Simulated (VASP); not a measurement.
# Li5Au3 (Im-3m) in VASP: settings compared

Aim: see how the results for Li5Au3 move with the level of theory and the settings. Levels: r2SCAN, PBE. Tasks: single point, relaxation of cell and atoms.

Everything below comes from runs of VASP 6.6.1. Logs are shortened: lines on timing, memory, paths and dates and some standing lists are left out, and cuts for length are marked.

## Step 1: The cell of the first run

Symmetry: Im-3m, No. 229, cubic system. The conventional cell has a = 6.266 Å, b = 6.266 Å, c = 6.266 Å, α = 90.00°, β = 90.00°, γ = 90.00°. Li (site symmetry -3m) has 8 Li at 2.71 to 3.13 Å and 6 Au at 2.71 Å within 3.6 Å. Li (site symmetry m-3m) has 8 Li at 2.71 Å and 6 Au at 3.13 Å within 3.6 Å. Within 3.6 Å of Au (site symmetry 4/mmm) lie 10 Li at 2.71 to 3.13 Å and 4 Au at 3.13 Å.

## Step 2: Single point, r2SCAN

POSCAR reads:

```
Li5Au3
1.0
   -3.1329129000      3.1329129000      3.1329129000
    3.1329129000     -3.1329129000      3.1329129000
    3.1329129000      3.1329129000     -3.1329129000
Li Au
5 3
Direct
    0.5000000000      0.5000000000      0.5000000000
    0.0000000000      0.0000000000      0.5000000000
    0.0000000000      0.5000000000      0.0000000000
    0.5000000000      0.0000000000      0.0000000000
    0.0000000000      0.0000000000      0.0000000000
    0.0000000000      0.5000000000      0.5000000000
    0.5000000000      0.0000000000      0.5000000000
    0.5000000000      0.5000000000      0.0000000000
```

INCAR.step1 reads:

```
SYSTEM = Li5Au3
PREC = Accurate
ENCUT = 520
ISMEAR = 0
SIGMA = 0.1
LREAL = .False.
LASPH = .True.
NELM = 80
NBANDS = 34
GGA = PE
ALGO = Normal
EDIFF = 1E-4
LWAVE = .True.
LCHARG = .False.
```

INCAR.step2 reads:

```
SYSTEM = Li5Au3
PREC = Accurate
ENCUT = 520
EDIFF = 1E-7
ISMEAR = 0
SIGMA = 0.1
LREAL = .False.
LASPH = .True.
NELM = 80
ALGO = Normal
ISIF = 2
LWAVE = .False.
LCHARG = .True.
METAGGA = R2SCAN
LMIXTAU = .True.
LELF = .True.
LVHAR = .True.
NBANDS = 34
ISTART = 1
```

KPOINTS reads:

```
Automatic mesh
0
Gamma
  8 8 8
  0 0 0
```

Potentials or basis: VASP PAW PBE potentials, release 64 (Li_sv, Au).

Started as:

```
cat potpaw_PBE.64/Li_sv/POTCAR potpaw_PBE.64/Au/POTCAR > POTCAR
cp INCAR.step1 INCAR
mpirun -np 1 vasp_std > vasp.out
cp INCAR.step2 INCAR
mpirun -np 1 vasp_std > vasp.out
```

OUTCAR:

```text
SYSTEM = Li5Au3
   PREC = Accurate
   ENCUT = 520
   EDIFF = 1E-7
   ISMEAR = 0
   LREAL = .False.
   LASPH = .True.
   NELM = 80
   ISIF = 2
   METAGGA = R2SCAN
   ISTART = 1

 ion  position               nearest neighbor table
   1  0.500  0.500  0.500-   6 2.71   7 2.71   8 2.71   8 2.71   7 2.71   6 2.71
   2  0.000  0.000  0.500-   6 2.71   7 2.71   8 2.71   6 2.71   7 2.71   8 2.71
   3  0.000  0.500  0.000-   6 2.71   7 2.71   8 2.71   6 2.71   8 2.71   7 2.71
   4  0.500  0.000  0.000-   6 2.71   7 2.71   8 2.71   7 2.71   8 2.71   6 2.71
   5  0.000  0.000  0.000-
   6  0.000  0.500  0.500-   1 2.71   2 2.71   3 2.71   4 2.71   3 2.71   2 2.71   1 2.71   4 2.71
                             7 3.13   8 3.13   7 3.13   8 3.13
   7  0.500  0.000  0.500-   1 2.71   2 2.71   3 2.71   4 2.71   4 2.71   1 2.71   2 2.71   3 2.71
                             8 3.13   6 3.13   6 3.13   8 3.13
   8  0.500  0.500  0.000-   1 2.71   2 2.71   3 2.71   4 2.71   1 2.71   4 2.71   3 2.71   2 2.71
                             7 3.13   6 3.13   6 3.13   7 3.13

  LATTYP: Found a body centered cubic cell.
 ALAT       =     6.2658258000

  Lattice vectors:

 A1 = (  -3.1329129000,   3.1329129000,   3.1329129000)
 A2 = (   3.1329129000,  -3.1329129000,   3.1329129000)
 A3 = (   3.1329129000,   3.1329129000,  -3.1329129000)

Analysis of symmetry for initial positions (statically):
=====================================================================
 Subroutine PRICEL returns:
 Original cell was already a primitive cell.

 Routine SETGRP: Setting up the symmetry group for a
 body centered cubic supercell.

 Subroutine GETGRP returns: Found 48 space group operations
 (whereof 48 operations were pure point group operations)
 out of a pool of 48 trial point group operations.

The static configuration has the point symmetry O_h .

Analysis of symmetry for dynamics (positions and initial velocities):
=====================================================================
 Subroutine PRICEL returns:
 Original cell was already a primitive cell.

 Routine SETGRP: Setting up the symmetry group for a
 body centered cubic supercell.

 Subroutine GETGRP returns: Found 48 space group operations
 (whereof 48 operations were pure point group operations)
 out of a pool of 48 trial point group operations.

The dynamic configuration has the point symmetry O_h .

 Subroutine INISYM returns: Found 48 space group operations
 (whereof 48 operations are pure point group operations),
 and found     1 'primitive' translations

----------------------------------------------------------------------------------------

                                     Primitive cell

  volume of cell :     123.0000

  direct lattice vectors                    reciprocal lattice vectors
    -3.132912900  3.132912900  3.132912900     0.000000000  0.159595883  0.159595883
     3.132912900 -3.132912900  3.132912900     0.159595883  0.000000000  0.159595883
     3.132912900  3.132912900 -3.132912900     0.159595883  0.159595883  0.000000000

  length of vectors
     5.426364318  5.426364318  5.426364318     0.225702662  0.225702662  0.225702662

  position of ions in fractional coordinates (direct lattice)
     0.500000000  0.500000000  0.500000000
     0.000000000  0.000000000  0.500000000
     0.000000000  0.500000000  0.000000000
     0.500000000  0.000000000  0.000000000
     0.000000000  0.000000000  0.000000000
     0.000000000  0.500000000  0.500000000
     0.500000000  0.000000000  0.500000000
     0.500000000  0.500000000  0.000000000

  ion indices of the primitive-cell ions
   primitive index   ion index
                 1           1
                 2           2
                 3           3
                 4           4
                 5           5
                 6           6
                 7           7
                 8           8

----------------------------------------------------------------------------------------

 KPOINTS: Automatic mesh

Automatic generation of k-mesh.
 Grid dimensions read from file:
 generate k-points for:    8    8    8

 Generating k-lattice:

  Cartesian coordinates                     Fractional coordinates (reciprocal lattice)
     0.000000000  0.019949485  0.019949485     0.125000000  0.000000000  0.000000000
     0.019949485  0.000000000  0.019949485     0.000000000  0.125000000  0.000000000
     0.019949485  0.019949485  0.000000000     0.000000000  0.000000000  0.125000000

  Length of vectors
     0.028212833  0.028212833  0.028212833

  Shift w.r.t. Gamma in fractional coordinates (k-lattice)
     0.000000000  0.000000000  0.000000000

 Subroutine IBZKPT returns following result:
 ===========================================

 Found     29 irreducible k-points:

 Following reciprocal coordinates:
            Coordinates               Weight
  0.000000  0.000000  0.000000      1.000000
  0.125000  0.000000  0.000000     12.000000
  0.250000  0.000000  0.000000     12.000000
  0.375000  0.000000  0.000000     12.000000
  0.500000  0.000000  0.000000      6.000000
  0.125000  0.125000  0.000000     24.000000
[... 16 lines left out ...]
 -0.250000  0.250000  0.250000      6.000000
 -0.375000  0.375000  0.250000     24.000000
 [... further k-points ...]
   k-points           NKPTS =     29   k-points in BZ     NKDIM =     29   number of bands    NBANDS=     34
   number of dos      NEDOS =    301   number of ions     NIONS =      8
   total plane-waves  NPLWV =  64000
   dimension x,y,z NGX =    40 NGY =   40 NGZ =   40
   dimension x,y,z NGXF=    80 NGYF=   80 NGZF=   80
   ions per type =               5   3
   NGX,Y,Z   is equivalent  to a cutoff of  12.25, 12.25, 12.25 a.u.
   NGXF,Y,Z  is equivalent  to a cutoff of  24.51, 24.51, 24.51 a.u.
 SYSTEM =  Li5Au3
   PREC   = accura    normal or accurate (medium, high low for compatibility)
   ISTART =      1    job   : 0-new  1-cont  2-samecut
   ICHARG =      0    charge: 1-file 2-atom 10-const
   ISPIN  =      1    spin polarized calculation?
   LNONCOLLINEAR =      F non collinear calculations
   LSORBIT =      F    spin-orbit coupling
   LASPH  =      T    aspherical Exc in radial PAW
   ENCUT  =  520.0 eV  38.22 Ry    6.18 a.u.  10.09 10.09 10.09*2*pi/ulx,y,z
   NELM   =     80;   NELMIN=  2; NELMDL=  0     # of ELM steps
   EDIFF  = 0.1E-06   stopping-criterion for ELM
   LREAL  =      F    real-space projection
   EDIFFG = 0.1E-05   stopping-criterion for IOM
   NSW    =      0    number of steps for IOM
   IBRION =     -1    ionic relax: 0-MD 1-quasi-New 2-CG
   NFREE  =      0    steps in history (QN), initial steepest desc. (CG)
   ISIF   =      2    stress and relaxation
   ISYM   =      2    0-nonsym 1-usesym 2-fastsym
   POTIM  = 0.5000    time-step for ionic-motion
   TEBEG  =    0.0;   TEEND  =   0.0 temperature during run
   PSTRESS=    0.0 pullay stress
   NELECT =      48.0000    total number of electrons
   NUPDOWN=      -1.0000    fix difference up-down
   EMIN   =  10.00;   EMAX   =-10.00  energy-range for DOS
   EFERMI =   0.00;   METHOD = LEGACY
   ISMEAR =     0;   SIGMA  =   0.10  broadening in eV -4-tet -1-fermi 0-gaus
   EFERMI_NEDOS =   21; number of points for ismear=-14 and -15
   IALGO  =     38    algorithm
   IMIX   =      4    mixing-type and parameters
     AMIX     =   0.40;   BMIX     =  1.00
     AMIX_MAG =   1.60;   BMIX_MAG =  1.00
  volume/ion in A,a.u.               =      15.37       103.76
  Fermi-wavevector in a.u.,A,eV,Ry     =   1.196337  2.260749 19.472966  1.431223
  Thomas-Fermi vector in A             =   2.332280
   LORBIT       =      0    0 simple, 1 ext, 2 COOP (PROOUT), +10 PAW based schemes
   METAGGA = R2SCAN    functional components
   LHFCALC =     F    Hartree Fock is set to
   AEXX    =    0.0000 exact exchange contribution
   IVDW    =     0    specifies the selected vdW correction
   LEPSILON=     F    determine dielectric tensor
   LRPA    =     F    only Hartree local field effects (RPA)
 non-spin polarized calculation
 Gauss-broadening in eV      SIGMA  =   0.10
  energy-cutoff  :      520.00
  volume of cell :      123.00
 maximum number of plane-waves:      3352
   NGX = 21   NGY = 21   NGZ = 21

 number of electron      47.9999932 magnetization

 Free energy of the ion-electron system (eV)
  ---------------------------------------------------
  ext. energy  EPLUGINS =         0.00000000
  ---------------------------------------------------
  free energy    TOTEN  =      -167.36747111 eV

  energy without entropy =     -167.35823672  energy(sigma->0) =     -167.36285392

 E-fermi :   4.7810     XC(G=0): -10.6152

 val. band max:        4.7796064508   @ k =   0.0000   0.0000   0.0000
 cond. band min:       4.7874934701   @ k =   0.0000   0.0000   0.0000
 fundamental gap:      0.0078870193
 Fermi energy:         4.7809955285

 k-point     1 :       0.0000    0.0000    0.0000
  band No.  band energies     occupation
      1     -43.3785      2.00000
      2     -42.6542      2.00000
      3     -42.6446      2.00000
      4     -42.6445      2.00000
      5     -42.6445      2.00000
      6      -2.5192      2.00000
[... 26 lines left out ...]
     33      12.0512      0.00000
     34      12.5055      0.00000

 k-point     2 :       0.1250    0.0000    0.0000
  band No.  band energies     occupation
      1     -43.3784      2.00000
      2     -42.6539      2.00000
      3     -42.6449      2.00000
      4     -42.6445      2.00000
      5     -42.6444      2.00000
      6      -2.4095      2.00000
[... 26 lines left out ...]
     33      12.1721      0.00000
     34      12.5521      0.00000
[... 775 lines left out ...]
     33      13.2438      0.00000
     34      13.2439      0.00000

 k-point    24 :      -0.3750    0.3750    0.2500
  band No.  band energies     occupation
      1     -43.3781      2.00000
      2     -42.6506      2.00000
      3     -42.6479      2.00000
      4     -42.6475      2.00000
      5     -42.6411      2.00000
      6      -1.6360      2.00000
[... 26 lines left out ...]
     33      13.4646      0.00000
     34      13.7864      0.00000

 [... further k-points ...]

------------------------ aborting loop because EDIFF is reached ----------------------------------------

  FORCE on cell =-STRESS in cart. coord.  units (eV):
  Direction    XX          YY          ZZ          XY          YZ          ZX
  --------------------------------------------------------------------------------------
  -------------------------------------------------------------------------------------
  Total       -1.3977131     -1.3977131     -1.3977131      0.0000000      0.0000000     -0.0000000
  in kB      -18.2063819    -18.2063819    -18.2063819      0.0000000      0.0000000     -0.0000000
  external PRESSURE =     -18.2063819 kB  Pullay stress =       0.0000000 kB

 VOLUME and BASIS-vectors are now :
 -----------------------------------------------------------------------------
  energy-cutoff  :      520.00
  volume of cell :      123.00
      direct lattice vectors                 reciprocal lattice vectors
    -3.132912900  3.132912900  3.132912900     0.000000000  0.159595883  0.159595883
     3.132912900 -3.132912900  3.132912900     0.159595883  0.000000000  0.159595883
     3.132912900  3.132912900 -3.132912900     0.159595883  0.159595883  0.000000000

 POSITION                                       TOTAL-FORCE (eV/Angst)
 -----------------------------------------------------------------------------------
      1.56646      1.56646      1.56646         0.000000     -0.000000      0.000000
      1.56646      1.56646     -1.56646        -0.000000     -0.000000     -0.000000
      1.56646     -1.56646      1.56646         0.000000     -0.000000      0.000000
     -1.56646      1.56646      1.56646         0.000000     -0.000000      0.000000
      0.00000      0.00000      0.00000         0.000000     -0.000000      0.000000
      3.13291      0.00000      0.00000         0.000000      0.000000      0.000000
      0.00000      3.13291      0.00000         0.000000      0.000000     -0.000000
      0.00000      0.00000      3.13291        -0.000000      0.000000     -0.000000
 -----------------------------------------------------------------------------------
    total drift:                               -0.000000     -0.000000      0.000000

  FREE ENERGIE OF THE ION-ELECTRON SYSTEM (eV)
  ---------------------------------------------------
  free  energy   TOTEN  =      -167.3674711097 eV

  energy  without entropy=     -167.3582367234  energy(sigma->0) =     -167.36285392
```

It took 12 min on 1 thread of Oxide Virtual Turin-like, shared host; peak memory 0.27 GiB.

What came out:

| Quantity | Value |
| --- | --- |
| Free energy | -167.3675 eV |
| Band gap on the k mesh | zero (bands 24 and 25 overlap by 1.72 eV) |

Caveat: the cutoff is under 1.25 times the usual one of these potentials, so pressure, stress and relaxed cells hold a basis-set (Pulay) error; the PAW data sets were made with another functional, which shifts forces and pressure a little; spin-orbit coupling is left out, which moves the levels of the heavy elements.

## Step 3: Relaxation of cell and atoms, PBE

INCAR reads:

```
PREC = Accurate
ENCUT = 600
EDIFF = 1E-6
ISMEAR = 0
SIGMA = 0.1
LREAL = F
LASPH = T
NELM = 60
ALGO = Fast
ISIF = 3
LWAVE = F
LCHARG = F
GGA = PE
IBRION = 2
NSW = 100
EDIFFG = -0.01
```

KPOINTS reads:

```
Automatic mesh
0
Gamma
  8 8 8
```

POSCAR is that of step 2.

Potentials or basis: VASP PAW PBE potentials, release 64 (Li_sv, Au).

Started as:

```
cat potpaw_PBE.64/Li_sv/POTCAR potpaw_PBE.64/Au/POTCAR > POTCAR
mpirun -np 1 vasp_std > vasp.out
```

Run time: 13 min. Hardware: 1 thread of Oxide Virtual Turin-like, shared host; peak memory 0.35 GiB.

Results (log left out):

| Quantity | Value |
| --- | --- |
| Free energy | -22.9216 eV |
| Relaxed volume | 15.35 Å³/atom |
| Relaxed cell | a = 5.423 Å, b = 5.423 Å, c = 5.423 Å, α = 109.47°, β = 109.47°, γ = 109.47° |
| Space group after relaxing (to 0.1 Å) | Im-3m (No. 229) |
| Energy gained by relaxing | 0.0 meV/atom |
| Ionic steps | 2 |
| Pressure after relaxing | -0.1 GPa |
| Band gap on the k mesh | zero (bands 24 and 25 overlap by 1.69 eV) |

The path:
| step | energy change (eV) | largest force (eV/Å) | pressure (GPa) | volume (Å³) |
| --- | --- | --- | --- | --- |
| 1 | 0.0000 | 0.0000 | -0.13 | 123.00 |
| 2 | -0.0002 | 0.0000 | -0.07 | 122.78 |

Final structure:
```
CELL_PARAMETERS angstrom
-3.13103 3.13103 3.13103
3.13103 -3.13103 3.13103
3.13103 3.13103 -3.13103
ATOMIC_POSITIONS crystal
Li 0.50000 0.50000 0.50000
Li 0.00000 0.00000 0.50000
Li 0.00000 0.50000 0.00000
Li 0.50000 0.00000 0.00000
Li 0.00000 0.00000 0.00000
Au 0.00000 0.50000 0.50000
Au 0.50000 0.00000 0.50000
Au 0.50000 0.50000 0.00000
```

Levels at points of the mesh, in eV from the Fermi level:
| k point | band 20 | band 21 | band 22 | band 23 | band 24 | band 25 | band 26 | band 27 | band 28 | band 29 |
| --- | --- | --- | --- | --- | --- | --- | --- | --- | --- | --- |
| (0.00, 0.00, 0.00) | -3.39 | -2.43 | -0.02 | -0.02 | -0.02 | -0.01 | -0.01 | -0.01 | 0.83 | 0.83 |
| (0.50, 0.00, 0.00) | -3.66 | -3.61 | -3.51 | -0.84 | -0.24 | 0.33 | 0.67 | 2.57 | 3.23 | 4.93 |
| (0.50, 0.50, 0.50) | -3.41 | -1.85 | -1.85 | -1.44 | -1.44 | -1.44 | -0.30 | 4.11 | 4.11 | 4.11 |

Caveat: the cutoff is under 1.25 times the usual one of these potentials, so pressure, stress and relaxed cells hold a basis-set (Pulay) error; spin-orbit coupling is left out, which moves the levels of the heavy elements.

The gap in the log of VASP goes by the Fermi energy; the results here count the filled bands.